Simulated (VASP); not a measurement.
# Te2As (P4/nmm) in VASP: a series of runs

Runs on Te2As. Level: PBE. Tasks: single point, relaxation of cell and atoms.

Program: VASP 6.6.1. These are calculated values, not measurements. Logs are shortened: lines on timing, memory, paths and dates and some standing lists are left out, and cuts for length are marked.

## Step 1: The cell of the first run

The structure is tetragonal, space group P4/nmm (No. 129). Conventional cell: a = 4.250 Å, b = 4.250 Å, c = 9.821 Å, α = 90.00°, β = 90.00°, γ = 90.00°. Within 3.6 Å of Te (site symmetry 4mm) lie 5 As at 2.74 to 3.01 Å. Te (site symmetry 4mm) has 5 Te at 3.07 to 3.83 Å and 1 As at 3.25 Å within 4.0 Å. Within 3.6 Å of As (site symmetry 4mm) lie 6 Te at 2.74 to 3.25 Å.

The cell was built from a structure type or drawn by symmetry, and may not be a known phase.

## Step 2: Single point, PBE

INCAR

```
PREC = Accurate
ENCUT = 520
EDIFF = 1E-6
ISMEAR = 0
SIGMA = 0.1
LREAL = False
LASPH = True
NELM = 100
ALGO = Normal
ISIF = 2
LWAVE = False
LCHARG = False
GGA = PE
NBANDS = 26
```

KPOINTS

```
Automatic mesh
0
Gamma
  4 4 2
```

POSCAR

```
Te2As
1.0
    4.2496302000      0.0000000000      0.0000000000
    0.0000000000      4.2496302000      0.0000000000
    0.0000000000      0.0000000000      9.8210144000
Te As
4 2
Direct
    0.5000000000      0.0000000000      0.6426350000
    0.0000000000      0.5000000000      0.3573650000
    0.5000000000      0.0000000000      0.0321970000
    0.0000000000      0.5000000000      0.9678030000
    0.5000000000      0.0000000000      0.3633000000
    0.0000000000      0.5000000000      0.6367000000
```

Potentials or basis: VASP PAW PBE potentials, release 64 (Te, As).

The run is started by

```bash
> cat potpaw_PBE.64/Te/POTCAR potpaw_PBE.64/As/POTCAR > POTCAR
> mpirun -np 1 vasp_std > vasp.out
```

OUTCAR:

```text
PREC = Accurate
   ENCUT = 520
   EDIFF = 1E-6
   ISMEAR = 0
   LREAL = False
   LASPH = True
   NELM = 100
   ISIF = 2
   GGA = PE

 ion  position               nearest neighbor table
   1  0.500  0.000  0.643-   5 2.74   6 3.01   6 3.01   6 3.01   6 3.01
   2  0.000  0.500  0.357-   6 2.74   5 3.01   5 3.01   5 3.01   5 3.01
   3  0.500  0.000  0.032-   4 3.07   4 3.07   4 3.07   4 3.07   5 3.25
   4  0.000  0.500  0.968-   3 3.07   3 3.07   3 3.07   3 3.07   6 3.25
   5  0.500  0.000  0.363-   1 2.74   2 3.01   2 3.01   2 3.01   2 3.01   3 3.25
   6  0.000  0.500  0.637-   2 2.74   1 3.01   1 3.01   1 3.01   1 3.01   4 3.25

  LATTYP: Found a simple tetragonal cell.
 ALAT       =     4.2496302000
 C/A-ratio  =     2.3110280043

  Lattice vectors:

 A1 = (   4.2496302000,   0.0000000000,   0.0000000000)
 A2 = (   0.0000000000,   4.2496302000,   0.0000000000)
 A3 = (   0.0000000000,   0.0000000000,   9.8210144000)

Analysis of symmetry for initial positions (statically):
=====================================================================
 Subroutine PRICEL returns:
 Original cell was already a primitive cell.

 Routine SETGRP: Setting up the symmetry group for a
 simple tetragonal supercell.

 Subroutine GETGRP returns: Found 16 space group operations
 (whereof  8 operations were pure point group operations)
 out of a pool of 16 trial point group operations.

The static configuration has the point symmetry D_2d.
 The point group associated with its full space group is D_4h.

Analysis of symmetry for dynamics (positions and initial velocities):
=====================================================================
 Subroutine PRICEL returns:
 Original cell was already a primitive cell.

 Routine SETGRP: Setting up the symmetry group for a
 simple tetragonal supercell.

 Subroutine GETGRP returns: Found 16 space group operations
 (whereof  8 operations were pure point group operations)
 out of a pool of 16 trial point group operations.

The dynamic configuration has the point symmetry D_2d.
 The point group associated with its full space group is D_4h.

 Subroutine INISYM returns: Found 16 space group operations
 (whereof  8 operations are pure point group operations),
 and found     1 'primitive' translations

----------------------------------------------------------------------------------------

                                     Primitive cell

  volume of cell :     177.3612

  direct lattice vectors                    reciprocal lattice vectors
     4.249630200  0.000000000  0.000000000     0.235314593  0.000000000  0.000000000
     0.000000000  4.249630200  0.000000000     0.000000000  0.235314593  0.000000000
     0.000000000  0.000000000  9.821014400     0.000000000  0.000000000  0.101822476

  length of vectors
     4.249630200  4.249630200  9.821014400     0.235314593  0.235314593  0.101822476

  position of ions in fractional coordinates (direct lattice)
     0.500000000  0.000000000  0.642635000
     0.000000000  0.500000000  0.357365000
     0.500000000  0.000000000  0.032197000
     0.000000000  0.500000000  0.967803000
     0.500000000  0.000000000  0.363300000
     0.000000000  0.500000000  0.636700000

  ion indices of the primitive-cell ions
   primitive index   ion index
                 1           1
                 2           2
                 3           3
                 4           4
                 5           5
                 6           6

----------------------------------------------------------------------------------------

 KPOINTS: Automatic mesh

Automatic generation of k-mesh.
 Grid dimensions read from file:
 generate k-points for:    4    4    2

 Generating k-lattice:

  Cartesian coordinates                     Fractional coordinates (reciprocal lattice)
     0.058828648  0.000000000  0.000000000     0.250000000  0.000000000  0.000000000
     0.000000000  0.058828648  0.000000000     0.000000000  0.250000000  0.000000000
     0.000000000  0.000000000  0.050911238     0.000000000  0.000000000  0.500000000

  Length of vectors
     0.058828648  0.058828648  0.050911238

  Shift w.r.t. Gamma in fractional coordinates (k-lattice)
     0.000000000  0.000000000  0.000000000

 Subroutine IBZKPT returns following result:
 ===========================================

 Found     12 irreducible k-points:

 Following reciprocal coordinates:
            Coordinates               Weight
  0.000000  0.000000  0.000000      1.000000
  0.250000  0.000000  0.000000      4.000000
  0.500000  0.000000  0.000000      2.000000
  0.250000  0.250000  0.000000      4.000000
  0.500000  0.250000  0.000000      4.000000
  0.500000  0.500000  0.000000      1.000000
  0.000000  0.000000  0.500000      1.000000
  0.250000  0.000000  0.500000      4.000000
  0.500000  0.000000  0.500000      2.000000
  0.250000  0.250000  0.500000      4.000000
  0.500000  0.250000  0.500000      4.000000
  0.500000  0.500000  0.500000      1.000000
   k-points           NKPTS =     12   k-points in BZ     NKDIM =     12   number of bands    NBANDS=     26
   number of dos      NEDOS =    301   number of ions     NIONS =      6
   total plane-waves  NPLWV =  81920
   dimension x,y,z NGX =    32 NGY =   32 NGZ =   80
   dimension x,y,z NGXF=    64 NGYF=   64 NGZF=  160
   ions per type =               4   2
   NGX,Y,Z   is equivalent  to a cutoff of  12.52, 12.52, 13.54 a.u.
   NGXF,Y,Z  is equivalent  to a cutoff of  25.04, 25.04, 27.08 a.u.
 SYSTEM =  unknown system
   PREC   = accura    normal or accurate (medium, high low for compatibility)
   ISTART =      0    job   : 0-new  1-cont  2-samecut
   ICHARG =      2    charge: 1-file 2-atom 10-const
   ISPIN  =      1    spin polarized calculation?
   LNONCOLLINEAR =      F non collinear calculations
   LSORBIT =      F    spin-orbit coupling
   LASPH  =      T    aspherical Exc in radial PAW
   ENCUT  =  520.0 eV  38.22 Ry    6.18 a.u.   7.90  7.90 18.26*2*pi/ulx,y,z
   NELM   =    100;   NELMIN=  2; NELMDL= -5     # of ELM steps
   EDIFF  = 0.1E-05   stopping-criterion for ELM
   LREAL  =      F    real-space projection
   EDIFFG = 0.1E-04   stopping-criterion for IOM
   NSW    =      0    number of steps for IOM
   IBRION =     -1    ionic relax: 0-MD 1-quasi-New 2-CG
   NFREE  =      0    steps in history (QN), initial steepest desc. (CG)
   ISIF   =      2    stress and relaxation
   ISYM   =      2    0-nonsym 1-usesym 2-fastsym
   POTIM  = 0.5000    time-step for ionic-motion
   TEBEG  =    0.0;   TEEND  =   0.0 temperature during run
   PSTRESS=    0.0 pullay stress
   NELECT =      34.0000    total number of electrons
   NUPDOWN=      -1.0000    fix difference up-down
   EMIN   =  10.00;   EMAX   =-10.00  energy-range for DOS
   EFERMI =   0.00;   METHOD = LEGACY
   ISMEAR =     0;   SIGMA  =   0.10  broadening in eV -4-tet -1-fermi 0-gaus
   EFERMI_NEDOS =   21; number of points for ismear=-14 and -15
   IALGO  =     38    algorithm
   IMIX   =      4    mixing-type and parameters
     AMIX     =   0.40;   BMIX     =  1.00
     AMIX_MAG =   1.60;   BMIX_MAG =  1.00
  volume/ion in A,a.u.               =      29.56       199.48
  Fermi-wavevector in a.u.,A,eV,Ry     =   0.943948  1.783804 12.123316  0.891039
  Thomas-Fermi vector in A             =   2.071706
   LORBIT       =      0    0 simple, 1 ext, 2 COOP (PROOUT), +10 PAW based schemes
   GGA     = PE    functional components
   LHFCALC =     F    Hartree Fock is set to
   AEXX    =    0.0000 exact exchange contribution
   IVDW    =     0    specifies the selected vdW correction
   LEPSILON=     F    determine dielectric tensor
   LRPA    =     F    only Hartree local field effects (RPA)
 non-spin polarized calculation
 Gauss-broadening in eV      SIGMA  =   0.10
  energy-cutoff  :      520.00
  volume of cell :      177.36
 maximum number of plane-waves:      4813
 NGX is ok and might be reduce to    32
   NGX = 15   NGY = 15   NGZ = 37

 number of electron      34.0000000 magnetization

 Free energy of the ion-electron system (eV)
  ---------------------------------------------------
  ext. energy  EPLUGINS =         0.00000000
  ---------------------------------------------------
  free energy    TOTEN  =       -21.53130415 eV

  energy without entropy =      -21.51270252  energy(sigma->0) =      -21.52200334

 E-fermi :   5.9719     XC(G=0):  -9.3628

 val. band max:        5.8035125608   @ k =   0.5000   0.0000   0.0000
 cond. band min:       5.9757163002   @ k =   0.5000   0.0000   0.5000
 fundamental gap:      0.1722037394
 Fermi energy:         5.9719051743

 k-point     1 :       0.0000    0.0000    0.0000
  band No.  band energies     occupation
      1      -8.0345      2.00000
      2      -7.2650      2.00000
      3      -6.2354      2.00000
      4      -3.7416      2.00000
      5      -2.8197      2.00000
      6      -1.7009      2.00000
[... 18 lines left out ...]
     25       9.5344      0.00000
     26       9.9658      0.00000

 k-point     2 :       0.2500    0.0000    0.0000
  band No.  band energies     occupation
      1      -7.6043      2.00000
      2      -6.8208      2.00000
      3      -5.8208      2.00000
      4      -4.6934      2.00000
      5      -3.7840      2.00000
      6      -2.7650      2.00000
[... 18 lines left out ...]
     25      10.0602      0.00000
     26      10.7991      0.00000

 k-point     3 :       0.5000    0.0000    0.0000
  band No.  band energies     occupation
      1      -6.3921      2.00000
      2      -6.3921      2.00000
      3      -5.5837      2.00000
      4      -5.5837      2.00000
      5      -4.4663      2.00000
      6      -4.4663      2.00000
[... 224 lines left out ...]
 k-point    11 :       0.5000    0.2500    0.5000
  band No.  band energies     occupation
      1      -6.1223      2.00000
      2      -6.1223      2.00000
      3      -5.4807      2.00000
      4      -5.4807      2.00000
      5      -4.0964      2.00000
      6      -4.0964      2.00000
[... 18 lines left out ...]
     25      10.0759      0.00000
     26      10.0759      0.00000

 k-point    12 :       0.5000    0.5000    0.5000
  band No.  band energies     occupation
      1      -5.8715      2.00000
      2      -5.8715      2.00000
      3      -5.1775      2.00000
      4      -5.1775      2.00000
      5      -3.8099      2.00000
      6      -3.8099      2.00000
[... 18 lines left out ...]
     25      11.2031      0.00000
     26      11.2031      0.00000

------------------------ aborting loop because EDIFF is reached ----------------------------------------

  FORCE on cell =-STRESS in cart. coord.  units (eV):
  Direction    XX          YY          ZZ          XY          YZ          ZX
  --------------------------------------------------------------------------------------
  -------------------------------------------------------------------------------------
  Total       -1.0849552     -1.0849552      2.5662191      0.0000000      0.0000000      0.0000000
  in kB       -9.8008501     -9.8008501     23.1817215      0.0000000      0.0000000      0.0000000
  external PRESSURE =       1.1933404 kB  Pullay stress =       0.0000000 kB

 VOLUME and BASIS-vectors are now :
 -----------------------------------------------------------------------------
  energy-cutoff  :      520.00
  volume of cell :      177.36
      direct lattice vectors                 reciprocal lattice vectors
     4.249630200  0.000000000  0.000000000     0.235314593  0.000000000  0.000000000
     0.000000000  4.249630200  0.000000000     0.000000000  0.235314593  0.000000000
     0.000000000  0.000000000  9.821014400     0.000000000  0.000000000  0.101822476

 POSITION                                       TOTAL-FORCE (eV/Angst)
 -----------------------------------------------------------------------------------
      2.12482      0.00000      6.31133         0.000000     -0.000000      0.346174
      0.00000      2.12482      3.50969        -0.000000      0.000000     -0.346174
      2.12482      0.00000      0.31621         0.000000     -0.000000     -0.084538
      0.00000      2.12482      9.50481        -0.000000      0.000000      0.084538
      2.12482      0.00000      3.56797        -0.000000      0.000000     -0.293110
      0.00000      2.12482      6.25304         0.000000     -0.000000      0.293110
 -----------------------------------------------------------------------------------
    total drift:                                0.000000      0.000000      0.000000

  FREE ENERGIE OF THE ION-ELECTRON SYSTEM (eV)
  ---------------------------------------------------
  free  energy   TOTEN  =       -21.5313041519 eV

  energy  without entropy=      -21.5127025205  energy(sigma->0) =      -21.52200334
```

Wall time 31 s (1 thread of Intel Xeon Platinum 8488C (Sapphire Rapids), shared host); peak memory 0.27 GiB.

Results:

- Free energy: -21.5313 eV
- Pressure: 0.1 GPa
- Largest force: 0.346 eV/Å
- Band gap on the k mesh: zero (bands 17 and 18 overlap by 2.66 eV)

Forces in eV/Å, atoms in the order of the input:
```
Te   0.000  0.000  0.346
Te   0.000  0.000 -0.346
Te   0.000  0.000 -0.085
Te   0.000  0.000  0.085
As   0.000  0.000 -0.293
As   0.000  0.000  0.293
```

Levels at points of the mesh, in eV from the Fermi level:
| k point | band 14 | band 15 | band 16 | band 17 | band 18 | band 19 |
| --- | --- | --- | --- | --- | --- | --- |
| (0.00, 0.00, 0.00) | -2.81 | -1.37 | -0.40 | 1.15 | 2.05 | 2.05 |
| (0.50, 0.00, 0.00) | -1.89 | -1.62 | -1.62 | -0.66 | -0.66 | -0.64 |
| (0.50, 0.50, 0.00) | -3.16 | -2.07 | -2.07 | 2.00 | 2.00 | 2.83 |
| (0.00, 0.00, 0.50) | -2.24 | -2.11 | -1.07 | 1.52 | 2.13 | 2.13 |
| (0.50, 0.00, 0.50) | -1.78 | -1.74 | -1.74 | -0.55 | -0.55 | -0.47 |
| (0.50, 0.50, 0.50) | -3.83 | -0.72 | -0.72 | 1.50 | 1.50 | 1.55 |

Caveat: the k points lie up to 0.37 Å⁻¹ apart, too coarse for converged energies and pressures of a metal; spin-orbit coupling is left out, which moves the levels of the heavy elements.

## Step 3: Single point, PBE

INCAR

```
SYSTEM = Te2As
PREC = Accurate ; ENCUT = 520
EDIFF = 1E-6 ; ISMEAR = 0
SIGMA = 0.1 ; LREAL = .FALSE.
LASPH = .TRUE. ; NELM = 100
ALGO = Normal ; ISIF = 2
LWAVE = .FALSE. ; LCHARG = .FALSE.
GGA = PE ; NBANDS = 26
```

KPOINTS

```
regular mesh
0
G
  10 10 4
  0 0 0
```

POSCAR is that of step 2.

Potentials or basis: VASP PAW PBE potentials, release 64 (Te, As).

The run is started by

```bash
> cat potpaw_PBE.64/Te/POTCAR potpaw_PBE.64/As/POTCAR > POTCAR
> mpirun -np 1 vasp_std > vasp.out
```

Run time: 2.2 min. Hardware: 1 thread of Intel Xeon Platinum 8488C (Sapphire Rapids), shared host; peak memory 0.42 GiB.

The run converged. Its results:

| Item | Value |
| --- | --- |
| Free energy | -21.5169 eV |
| Pressure | 0.0 GPa |
| Largest force | 0.014 eV/Å |
| Band gap on the k mesh | zero (bands 17 and 18 overlap by 2.97 eV) |

Forces on the atoms (eV/Å):
```
Te   0.000  0.000  0.014
Te   0.000  0.000 -0.014
Te   0.000  0.000 -0.002
Te   0.000  0.000  0.002
As   0.000  0.000 -0.011
As   0.000  0.000  0.011
```

Levels at points of the mesh, in eV from the Fermi level:
| k point | band 13 | band 14 | band 15 | band 16 | band 17 | band 18 | band 19 | band 20 |
| --- | --- | --- | --- | --- | --- | --- | --- | --- |
| (0.00, 0.00, 0.00) | -2.80 | -2.80 | -1.34 | -0.32 | 1.19 | 2.12 | 2.12 | 2.37 |
| (0.50, 0.00, 0.00) | -1.86 | -1.86 | -1.52 | -1.52 | -0.62 | -0.62 | -0.58 | -0.58 |
| (0.50, 0.50, 0.00) | -3.12 | -3.12 | -2.00 | -2.00 | 2.09 | 2.09 | 2.87 | 2.87 |
| (0.00, 0.00, 0.50) | -2.67 | -2.17 | -2.06 | -1.04 | 1.58 | 2.24 | 2.24 | 2.26 |
| (0.50, 0.00, 0.50) | -1.69 | -1.69 | -1.68 | -1.68 | -0.52 | -0.52 | -0.41 | -0.41 |
| (0.50, 0.50, 0.50) | -3.78 | -3.78 | -0.65 | -0.65 | 1.57 | 1.57 | 1.59 | 1.59 |

Caveat: spin-orbit coupling is left out, which moves the levels of the heavy elements.

## Step 4: Relaxation of cell and atoms, PBE

INCAR

```
PREC     = Accurate       # precision mode
ENCUT    = 600            # plane-wave cutoff, eV
EDIFF    = 1E-6           # SCF threshold, eV
ISMEAR   = 0              # smearing method
SIGMA    = 0.1            # smearing width, eV
LREAL    = F              # projectors in reciprocal space
LASPH    = T              # aspherical terms in the spheres
NELM     = 60             # most SCF steps
ALGO     = Normal         # electronic algorithm
ISIF     = 3              # what is computed and relaxed
LWAVE    = F              # write WAVECAR
LCHARG   = F              # write CHGCAR
GGA      = PE             # functional
IBRION   = 2              # ionic algorithm
NSW      = 100            # ionic steps
EDIFFG   = -0.01          # ionic threshold
```

KPOINTS

```
regular mesh
0
Gamma
  10 10 4
```

POSCAR is that of step 3.

The run is started by

```bash
> cat potpaw_PBE.64/Te/POTCAR potpaw_PBE.64/As/POTCAR > POTCAR
> mpirun -np 1 vasp_std > vasp.out
```

Run time: 2.7 min. Hardware: 1 thread of Intel Xeon Platinum 8488C (Sapphire Rapids), shared host; peak memory 0.47 GiB.

It converged, with:

```yaml
Free_energy: -21.5143 eV
Pressure_after_relaxing: 0.0 GPa
Largest_force_after_relaxing: 0.003 eV/Å
```

Forces on the atoms (eV/Å):
```
Te   0.000  0.000  0.003
Te   0.000  0.000 -0.003
Te   0.000  0.000  0.002
Te   0.000  0.000 -0.002
As   0.000  0.000 -0.002
As   0.000  0.000  0.002
```

Final structure:
```
Te As
1.0
     4.24963    0.00000    0.00000
     0.00000    4.24963    0.00000
     0.00000    0.00000    9.82101
Te As
4 2
Direct
  0.50000 0.00000 0.64263
  0.00000 0.50000 0.35736
  0.50000 0.00000 0.03220
  0.00000 0.50000 0.96780
  0.50000 0.00000 0.36330
  0.00000 0.50000 0.63670
```

Levels at points of the mesh, in eV from the Fermi level:
```
           k point  band 12  band 13  band 14  band 15  band 16  band 17  band 18  band 19  band 20  band 21
(0.00, 0.00, 0.00)    -3.62    -2.81    -2.81    -1.35    -0.33     1.19     2.11     2.11     2.37     2.46
(0.50, 0.00, 0.00)    -2.15    -1.86    -1.86    -1.53    -1.53    -0.63    -0.63    -0.59    -0.59    -0.15
(0.50, 0.50, 0.00)    -4.63    -3.13    -3.13    -2.01    -2.01     2.08     2.08     2.86     2.86     3.49
(0.00, 0.00, 0.50)    -2.68    -2.68    -2.18    -2.07    -1.04     1.57     2.23     2.23     2.25     2.25
(0.50, 0.00, 0.50)    -2.01    -1.70    -1.70    -1.69    -1.69    -0.53    -0.53    -0.42    -0.42     0.04
(0.50, 0.50, 0.50)    -4.47    -3.79    -3.79    -0.66    -0.66     1.57     1.57     1.58     1.58     3.83
```

Caveat: the relaxation stopped at its first step, so nothing moved; the highest band is partly filled, so the run has too few bands; spin-orbit coupling is left out, which moves the levels of the heavy elements.

## Step 5: Overview

```csv
task,cell,k mesh,cutoff (eV),gap on the mesh (eV),pressure (GPa),largest force (eV/Å)
single point,as given,4 × 4 × 2,520,none,0.1,0.35
single point,as given,10 × 10 × 4,520,none,0.0,0.01
relaxation of cell and atoms,relaxed,10 × 10 × 4,600,-,0.0,-
```

Alike in all rows: level PBE; potentials or basis VASP PAW PBE potentials, release 64 (Te, As); no spin polarisation; smearing gaussian 0.1 eV.

Caveats: some runs use coarse meshes; spin-orbit coupling is left out, which moves the levels of the heavy elements; the relaxation stopped at its first step, so nothing moved (at least some runs); the highest band is partly filled, so the run has too few bands (at least some runs).

Absolute energies hang on the potentials; compare differences alone.
